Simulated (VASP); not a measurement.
# CaO (Immm) in VASP: further runs

CaO is run at these levels: LDA; tasks: single point.

All numbers are computed with VASP 6.6.1; they aren't measurements. Logs are shortened: lines on timing, memory, paths and dates and some standing lists are left out, and cuts for length are marked.

## 1. The cell of the first run

Symmetry: Immm, No. 71, orthorhombic system. Conventional cell: a = 3.442 Å, b = 3.485 Å, c = 4.898 Å, α = 90.00°, β = 90.00°, γ = 90.00°. Ca (site symmetry mmm) has 6 O at 2.45 Å within 3.2 Å. Within 3.2 Å of O (site symmetry mmm) lie 6 Ca at 2.45 Å.

## 2. Single point, LDA (strain +0.0125 x Voigt [0, 0, 0, 0, 0, 1])

Input file INCAR:

```
SYSTEM = CaO
  PREC = Accurate
  ENCUT = 520
  EDIFF = 1E-6
  ISMEAR = 0
  SIGMA = 0.05
  LREAL = .False.
  LASPH = .True.
  NELM = 80
  ALGO = Normal
  ISIF = 2
  LWAVE = .False.
  LCHARG = .False.
  GGA = CA
  NBANDS = 15
```

Input file KPOINTS:

```
Automatic mesh
0
Gamma
  8 8 8
  0 0 0
```

Input file POSCAR:

```
CaO
1.0
    0.0153062500      2.4490000000      2.4490000000
    2.4490000000      0.0153062500      2.4490000000
    2.4643062500      2.4643062500      0.0000000000
Ca O
1 1
Direct
    0.0000000000      0.0000000000      0.0000000000
    0.5000000000      0.5000000000      0.5000000000
```

Potentials or basis: VASP PAW LDA potentials, release 64 (Ca_sv, O).

Started as:

```
cat potpaw_LDA.64/Ca_sv/POTCAR potpaw_LDA.64/O/POTCAR > POTCAR
mpirun -np 1 vasp_std > vasp.out
```

OUTCAR:

```text
SYSTEM = CaO
   PREC = Accurate
   ENCUT = 520
   EDIFF = 1E-6
   ISMEAR = 0
   LREAL = .False.
   LASPH = .True.
   NELM = 80
   ISIF = 2
   GGA = CA

 ion  position               nearest neighbor table
   1  0.000  0.000  0.000-   2 2.45   2 2.45   2 2.45   2 2.45   2 2.45   2 2.45
   2  0.500  0.500  0.500-   1 2.45   1 2.45   1 2.45   1 2.45   1 2.45   1 2.45

  LATTYP: Found a body centered orthorhombic cell.
 ALAT       =     3.4417627079
 B/A-ratio  =     1.0125786164
 C/A-ratio  =     1.4231079873

  Lattice vectors:

 A1 = (   2.4490000000,   0.0153062500,  -2.4490000000)
 A2 = (  -2.4490000000,  -0.0153062500,  -2.4490000000)
 A3 = (   0.0153062500,   2.4490000000,   2.4490000000)

Analysis of symmetry for initial positions (statically):
=====================================================================
 Subroutine PRICEL returns:
 Original cell was already a primitive cell.

 Routine SETGRP: Setting up the symmetry group for a
 body centered orthorhombic supercell.

 Subroutine GETGRP returns: Found  8 space group operations
 (whereof  8 operations were pure point group operations)
 out of a pool of  8 trial point group operations.

The static configuration has the point symmetry D_2h.

Analysis of symmetry for dynamics (positions and initial velocities):
=====================================================================
 Subroutine PRICEL returns:
 Original cell was already a primitive cell.

 Routine SETGRP: Setting up the symmetry group for a
 body centered orthorhombic supercell.

 Subroutine GETGRP returns: Found  8 space group operations
 (whereof  8 operations were pure point group operations)
 out of a pool of  8 trial point group operations.

The dynamic configuration has the point symmetry D_2h.

 Subroutine INISYM returns: Found  8 space group operations
 (whereof  8 operations are pure point group operations),
 and found     1 'primitive' translations

----------------------------------------------------------------------------------------

                                     Primitive cell

  volume of cell :      29.3751

  direct lattice vectors                    reciprocal lattice vectors
     0.015306250  2.449000000  2.449000000    -0.205449022  0.205449022  0.204164965
     2.449000000  0.015306250  2.449000000     0.205449022 -0.205449022  0.204164965
     2.464306250  2.464306250  0.000000000     0.202896860  0.202896860 -0.204164965

  length of vectors
     3.463442836  3.463442836  3.485055321     0.355108341  0.355108341  0.352161333

  position of ions in fractional coordinates (direct lattice)
     0.000000000  0.000000000  0.000000000
     0.500000000  0.500000000  0.500000000

  ion indices of the primitive-cell ions
   primitive index   ion index
                 1           1
                 2           2

----------------------------------------------------------------------------------------

 KPOINTS: Automatic mesh

Automatic generation of k-mesh.
 Grid dimensions read from file:
 generate k-points for:    8    8    8

 Generating k-lattice:

  Cartesian coordinates                     Fractional coordinates (reciprocal lattice)
    -0.025681128  0.025681128  0.025520621     0.125000000  0.000000000  0.000000000
     0.025681128 -0.025681128  0.025520621     0.000000000  0.125000000  0.000000000
     0.025362107  0.025362107 -0.025520621     0.000000000  0.000000000  0.125000000

  Length of vectors
     0.044388543  0.044388543  0.044020167

  Shift w.r.t. Gamma in fractional coordinates (k-lattice)
     0.000000000  0.000000000  0.000000000

 Subroutine IBZKPT returns following result:
 ===========================================

 Found     95 irreducible k-points:

 Following reciprocal coordinates:
            Coordinates               Weight
  0.000000  0.000000  0.000000      1.000000
  0.125000  0.000000  0.000000      4.000000
  0.250000  0.000000  0.000000      4.000000
  0.375000  0.000000  0.000000      4.000000
  0.500000  0.000000  0.000000      2.000000
  0.125000  0.125000  0.000000      2.000000
[... 16 lines left out ...]
  0.125000  0.000000  0.125000      4.000000
  0.250000  0.000000  0.125000      8.000000
 [... further k-points ...]
   k-points           NKPTS =     95   k-points in BZ     NKDIM =     95   number of bands    NBANDS=     15
   number of dos      NEDOS =    301   number of ions     NIONS =      2
   total plane-waves  NPLWV =  21952
   dimension x,y,z NGX =    28 NGY =   28 NGZ =   28
   dimension x,y,z NGXF=    56 NGYF=   56 NGZF=   56
   ions per type =               1   1
   NGX,Y,Z   is equivalent  to a cutoff of  13.44, 13.44, 13.36 a.u.
   NGXF,Y,Z  is equivalent  to a cutoff of  26.88, 26.88, 26.71 a.u.
 SYSTEM =  CaO
   PREC   = accura    normal or accurate (medium, high low for compatibility)
   ISTART =      0    job   : 0-new  1-cont  2-samecut
   ICHARG =      2    charge: 1-file 2-atom 10-const
   ISPIN  =      1    spin polarized calculation?
   LNONCOLLINEAR =      F non collinear calculations
   LSORBIT =      F    spin-orbit coupling
   LASPH  =      T    aspherical Exc in radial PAW
   ENCUT  =  520.0 eV  38.22 Ry    6.18 a.u.   6.44  6.44  6.48*2*pi/ulx,y,z
   NELM   =     80;   NELMIN=  2; NELMDL= -5     # of ELM steps
   EDIFF  = 0.1E-05   stopping-criterion for ELM
   LREAL  =      F    real-space projection
   EDIFFG = 0.1E-04   stopping-criterion for IOM
   NSW    =      0    number of steps for IOM
   IBRION =     -1    ionic relax: 0-MD 1-quasi-New 2-CG
   NFREE  =      0    steps in history (QN), initial steepest desc. (CG)
   ISIF   =      2    stress and relaxation
   ISYM   =      2    0-nonsym 1-usesym 2-fastsym
   POTIM  = 0.5000    time-step for ionic-motion
   TEBEG  =    0.0;   TEEND  =   0.0 temperature during run
   PSTRESS=    0.0 pullay stress
   NELECT =      16.0000    total number of electrons
   NUPDOWN=      -1.0000    fix difference up-down
   EMIN   =  10.00;   EMAX   =-10.00  energy-range for DOS
   EFERMI =   0.00;   METHOD = LEGACY
   ISMEAR =     0;   SIGMA  =   0.05  broadening in eV -4-tet -1-fermi 0-gaus
   EFERMI_NEDOS =   21; number of points for ismear=-14 and -15
   IALGO  =     38    algorithm
   IMIX   =      4    mixing-type and parameters
     AMIX     =   0.40;   BMIX     =  1.00
     AMIX_MAG =   1.60;   BMIX_MAG =  1.00
  volume/ion in A,a.u.               =      14.69        99.12
  Fermi-wavevector in a.u.,A,eV,Ry     =   1.336970  2.526507 24.320265  1.787489
  Thomas-Fermi vector in A             =   2.465555
   LORBIT       =      0    0 simple, 1 ext, 2 COOP (PROOUT), +10 PAW based schemes
   GGA     = CA    functional components
   LHFCALC =     F    Hartree Fock is set to
   AEXX    =    0.0000 exact exchange contribution
   IVDW    =     0    specifies the selected vdW correction
   LEPSILON=     F    determine dielectric tensor
   LRPA    =     F    only Hartree local field effects (RPA)
 non-spin polarized calculation
 Gauss-broadening in eV      SIGMA  =   0.05
  energy-cutoff  :      520.00
  volume of cell :       29.38
 maximum number of plane-waves:       813
 NGX is ok and might be reduce to    28
   NGX = 13   NGY = 13   NGZ = 13

 number of electron      16.0000004 magnetization

 Free energy of the ion-electron system (eV)
  ---------------------------------------------------
  ext. energy  EPLUGINS =         0.00000000
  ---------------------------------------------------
  free energy    TOTEN  =       -14.10366287 eV

  energy without entropy =      -14.10366287  energy(sigma->0) =      -14.10366287

 E-fermi :   1.9158     XC(G=0): -10.7547

 val. band max:        1.7191215628   @ k =   0.0000   0.0000   0.0000
 cond. band min:       5.1751788348   @ k =   0.5000   0.5000   0.0000
 fundamental gap:      3.4560572720
 Fermi energy:         1.9157751028

 k-point     1 :       0.0000    0.0000    0.0000
  band No.  band energies     occupation
      1     -35.5944      2.00000
      2     -16.6808      2.00000
      3     -16.6806      2.00000
      4     -16.6803      2.00000
      5     -13.4014      2.00000
      6       1.6772      2.00000
      7       1.6975      2.00000
      8       1.7191      2.00000
      9       5.8187      0.00000
     10       7.6091      0.00000
     11       7.6691      0.00000
     12       7.7299      0.00000
     13       9.1307      0.00000
     14       9.1311      0.00000
     15      16.1763      0.00000

 k-point     2 :       0.1250    0.0000    0.0000
  band No.  band energies     occupation
      1     -35.5816      2.00000
      2     -16.8482      2.00000
      3     -16.6886      2.00000
      4     -16.6880      2.00000
      5     -13.2208      2.00000
      6       1.1742      2.00000
      7       1.4775      2.00000
      8       1.5081      2.00000
      9       6.4991      0.00000
     10       7.6532      0.00000
     11       7.8659      0.00000
     12       7.9470      0.00000
     13       9.4730      0.00000
     14       9.4730      0.00000
     15      16.7441      0.00000

 k-point     3 :       0.2500    0.0000    0.0000
  band No.  band energies     occupation
      1     -35.5504      2.00000
      2     -17.1990      2.00000
      3     -16.7078      2.00000
      4     -16.7053      2.00000
      5     -12.8365      2.00000
      6       0.1936      2.00000
      7       1.0488      2.00000
      8       1.0854      2.00000
      9       7.6262      0.00000
     10       7.9839      0.00000
     11       8.5399      0.00000
     12       8.6231      0.00000
     13      10.2976      0.00000
     14      10.2990      0.00000
     15      16.9775      0.00000

 k-point     4 :       0.3750    0.0000    0.0000
  band No.  band energies     occupation
      1     -35.5190      2.00000
      2     -17.4995      2.00000
      3     -16.7268      2.00000
      4     -16.7224      2.00000
      5     -12.4992      2.00000
      6      -0.5859      2.00000
      7       0.6754      2.00000
      8       0.7171      2.00000
      9       8.0876      0.00000
     10       9.1467      0.00000
     11       9.3194      0.00000
     12       9.4067      0.00000
     13      11.2068      0.00000
     14      11.2086      0.00000
     15      15.7315      0.00000
[... 307 lines left out ...]
 k-point    22 :       0.0000    0.0000    0.1250
  band No.  band energies     occupation
      1     -35.5821      2.00000
      2     -16.8475      2.00000
      3     -16.6877      2.00000
      4     -16.6874      2.00000
      5     -13.2207      2.00000
      6       1.1495      2.00000
      7       1.4959      2.00000
      8       1.5273      2.00000
      9       6.4970      0.00000
     10       7.5915      0.00000
     11       7.8988      0.00000
     12       7.9780      0.00000
     13       9.4705      0.00000
     14       9.4712      0.00000
     15      16.7130      0.00000

 k-point    23 :       0.1250    0.0000    0.1250
  band No.  band energies     occupation
      1     -35.5777      2.00000
      2     -16.8503      2.00000
      3     -16.7100      2.00000
      4     -16.7100      2.00000
      5     -13.1880      2.00000
      6       0.8891      2.00000
      7       1.5801      2.00000
      8       1.5811      2.00000
      9       6.5742      0.00000
     10       7.1620      0.00000
     11       8.2101      0.00000
     12       8.2123      0.00000
     13       9.2782      0.00000
     14       9.8721      0.00000
     15      16.9596      0.00000

 k-point    24 :       0.2500    0.0000    0.1250
  band No.  band energies     occupation
      1     -35.5527      2.00000
      2     -17.0969      2.00000
      3     -16.7392      2.00000
      4     -16.7236      2.00000
      5     -12.9360      2.00000
      6       0.2649      2.00000
      7       1.2272      2.00000
      8       1.3341      2.00000
      9       6.9611      0.00000
     10       7.5567      0.00000
     11       8.7509      0.00000
     12       8.8743      0.00000
     13       9.7335      0.00000
     14      10.6501      0.00000
     15      17.4789      0.00000

 [... further k-points ...]
[... 5 lines left out ...]
  --------------------------------------------------------------------------------------
  -------------------------------------------------------------------------------------
  Total       -2.0514272     -2.0514272     -2.0539912     -0.1753390     -0.0000000     -0.0000000
  in kB     -111.8889763   -111.8889763   -112.0288218     -9.5633431     -0.0000000     -0.0000000
  external PRESSURE =    -111.9355915 kB  Pullay stress =       0.0000000 kB

 VOLUME and BASIS-vectors are now :
 -----------------------------------------------------------------------------
  energy-cutoff  :      520.00
  volume of cell :       29.38
      direct lattice vectors                 reciprocal lattice vectors
     0.015306250  2.449000000  2.449000000    -0.205449022  0.205449022  0.204164965
     2.449000000  0.015306250  2.449000000     0.205449022 -0.205449022  0.204164965
     2.464306250  2.464306250  0.000000000     0.202896860  0.202896860 -0.204164965

 POSITION                                       TOTAL-FORCE (eV/Angst)
 -----------------------------------------------------------------------------------
      0.00000      0.00000      0.00000        -0.000000      0.000000      0.000000
      2.46431      2.46431      2.44900         0.000000     -0.000000     -0.000000
 -----------------------------------------------------------------------------------
    total drift:                                0.000000      0.000000      0.000000

  FREE ENERGIE OF THE ION-ELECTRON SYSTEM (eV)
  ---------------------------------------------------
  free  energy   TOTEN  =       -14.1036628719 eV

  energy  without entropy=      -14.1036628719  energy(sigma->0) =      -14.10366287
```

Run time: 30 s. Hardware: 1 thread of Intel Xeon Platinum 8124M at 3.00GHz (Skylake/Cascade Lake), shared host; peak memory 0.17 GiB.

Results:

| Quantity | Value |
| --- | --- |
| Free energy | -14.1037 eV |
| Pressure | -11.2 GPa |
| Band gap on the k mesh | 3.46 eV, indirect (least direct gap 3.83 eV) |

Levels at points of the mesh, in eV from the valence-band top:
```csv
k point,band 6,band 7,band 8,band 9,band 10,band 11
"(0.00, 0.00, 0.00)",-0.04,-0.02,0.00,4.10,5.89,5.95
"(0.50, 0.00, 0.00)",-2.60,-1.19,-1.14,6.69,7.87,7.96
"(0.50, 0.50, 0.00)",-1.35,-0.44,-0.38,3.46,7.58,8.53
"(0.00, 0.00, 0.50)",-2.60,-1.15,-1.10,6.66,7.88,7.92
"(0.50, 0.00, 0.50)",-1.35,-0.41,-0.41,3.46,7.58,8.53
```

Caveat: the cell differs from its parent crystal (strain +0.0125 x Voigt [0, 0, 0, 0, 0, 1]). A k mesh can miss the band edges.

## 3. Single point, LDA (strain +0.0075 x Voigt [0, 0, 0, 0, 0, 1])

Input file INCAR:

```
PREC = Accurate ; ENCUT = 520
EDIFF = 1E-6 ; ISMEAR = 0
SIGMA = 0.05 ; LREAL = F
LASPH = T ; NELM = 60
ALGO = Normal ; ISIF = 2
LWAVE = F ; LCHARG = T
GGA = CA ; LELF = T
LVHAR = T ; NBANDS = 15
```

Input file KPOINTS:

```
regular mesh
0
Gamma
  8 8 8
```

Input file POSCAR:

```
CaO
1.0
    0.0091837500      2.4490000000      2.4490000000
    2.4490000000      0.0091837500      2.4490000000
    2.4581837500      2.4581837500      0.0000000000
Ca O
1 1
Direct
    0.0000000000      0.0000000000      0.0000000000
    0.5000000000      0.5000000000      0.5000000000
```

Potentials or basis: VASP PAW LDA potentials, release 64 (Ca_sv, O).

Started as:

```
cat potpaw_LDA.64/Ca_sv/POTCAR potpaw_LDA.64/O/POTCAR > POTCAR
mpirun -np 1 vasp_std > vasp.out
```

It took 31 s on 1 thread of Intel Xeon Platinum 8124M at 3.00GHz (Skylake/Cascade Lake), shared host; peak memory 0.17 GiB.

Results (log left out):

* Free energy: -14.1043 eV
* Pressure: -11.2 GPa
* Band gap on the k mesh: 3.47 eV, indirect (least direct gap 3.85 eV)

Stress tensor (GPa, compression positive):
```
-11.19  -0.57   0.00
 -0.57 -11.19   0.00
  0.00   0.00 -11.20
```

Levels at points of the mesh, in eV from the valence-band top:
| k point | band 5 | band 6 | band 7 | band 8 | band 9 | band 10 | band 11 | band 12 |
| --- | --- | --- | --- | --- | --- | --- | --- | --- |
| (0.00, 0.00, 0.00) | -15.11 | -0.03 | -0.01 | 0.00 | 4.11 | 5.92 | 5.96 | 6.00 |
| (0.50, 0.00, 0.00) | -14.08 | -2.59 | -1.16 | -1.13 | 6.69 | 7.88 | 7.98 | 8.03 |
| (0.50, 0.50, 0.00) | -14.86 | -1.34 | -0.42 | -0.38 | 3.47 | 7.59 | 8.54 | 9.14 |
| (0.00, 0.00, 0.50) | -14.08 | -2.59 | -1.14 | -1.11 | 6.67 | 7.88 | 7.95 | 8.00 |
| (0.50, 0.00, 0.50) | -14.86 | -1.34 | -0.40 | -0.40 | 3.47 | 7.59 | 8.54 | 9.15 |

Caveat: the cell differs from its parent crystal (strain +0.0075 x Voigt [0, 0, 0, 0, 0, 1]).

(Part 1 of 2 ends here.)
